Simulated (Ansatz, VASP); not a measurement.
**Two plane-wave programs on Ta2Bi2O**

Contents of INCAR:

```
SYSTEM = Ta2Bi2O
PREC     = Accurate       ! precision mode
ENCUT    = 600            ! plane-wave cutoff, eV
EDIFF    = 1E-7           ! SCF threshold, eV
ISMEAR   = 0              ! smearing method
SIGMA    = 0.1            ! smearing width, eV
LREAL    = .FALSE.        ! projectors in reciprocal space
LASPH    = .TRUE.         ! aspherical terms in the spheres
NELM     = 100            ! most SCF steps
ALGO     = Normal         ! electronic algorithm
ISIF     = 3              ! what is computed and relaxed
LWAVE    = .FALSE.        ! write WAVECAR
LCHARG   = .FALSE.        ! write CHGCAR
GGA      = PE             ! functional
IBRION   = 2              ! ionic algorithm
NSW      = 100            ! ionic steps
EDIFFG   = -0.01          ! ionic threshold
```

KPOINTS

```
regular mesh
0
G
  12 12 6
  0 0 0
```

The input POSCAR:

```
Ta2Bi2O
1.0
    4.4300620947      0.0000000000      0.0000000000
   -2.2150310473      3.8365463143      0.0000000000
    0.0000000000      0.0000000000      6.2786000146
Ta Bi O
2 2 1
Direct
    0.3333333333      0.6666666667      0.2803015680
    0.3333333333      0.6666666667      0.7196984320
    0.6666666667      0.3333333333      0.0000000000
    0.0000000000      0.0000000000      0.5000000000
    0.6666666667      0.3333333333      0.5000000000
```

Input for Ansatz:

```yaml
crystal:
  lattice:
    - [4.4300620947, 0.0, 0.0]
    - [-2.2150310473, 3.8365463143, 0.0]
    - [0.0, 0.0, 6.2786000146]
  atoms:
    - { symbol: Ta, position: [0.3333333333, 0.6666666667, 0.280301568] }
    - { symbol: Ta, position: [0.3333333333, 0.6666666667, 0.719698432] }
    - { symbol: Bi, position: [0.6666666667, 0.3333333333, 0.0] }
    - { symbol: Bi, position: [0.0, 0.0, 0.5] }
    - { symbol: O, position: [0.6666666667, 0.3333333333, 0.5] }
basis:
  ecutwfc: 420
kpoints:
  mp_grid: { grid: [12, 12, 6] }
hamiltonian:
  xc: pbe
scf:
  occupations: { method: gaussian, width: 0.1 }
output:
  forces: true
  stress: true
  eigenvalues: true
  write_density: true
  write_potential: true
  elf: true
  volumetric_format: npy
relax:
  adjacent_minimum: "off"
  f_tol: 0.01
  max_steps: 80
  cell: { stress_tol: 0.05 }
```

Alike in both runs: task relaxation of cell and atoms; functional PBE; k mesh 12 × 12 × 6; occupations gaussian, width 0.1 eV; no spin polarisation.

```csv
,VASP,Ansatz
version,VASP 6.6.1,Ansatz 0.2.0
potentials or method,"VASP PAW PBE potentials, release 64 (Ta_pv, Bi_d, O), cutoff 600 eV","scalar-relativistic, plane waves, PAW"
valence electrons in the cell,58,62
```

VASP gave:

| Quantity | Value |
| --- | --- |
| gap on the k mesh at the Fermi level, each at its own relaxed structure (eV) | none |
| relaxed volume (Å³/atom) | 21.19 |
| relaxed length of the cell vector where the two differ most in proportion (Å) | 6.226 |

Task: What did Ansatz give for the same quantities?

Result: gap on the k mesh at the Fermi level, each at its own relaxed structure (eV): none; relaxed volume (Å³/atom): 21.20; relaxed length of the cell vector where the two differ most in proportion (Å): 6.230.

A gap of «none» marks a metal or a gap that the smearing closes. VASP's potentials hold 58 valence electrons a cell and Ansatz's 62, so a difference there can come from the potentials and not from the codes.

Neither program's run includes spin-orbit coupling.
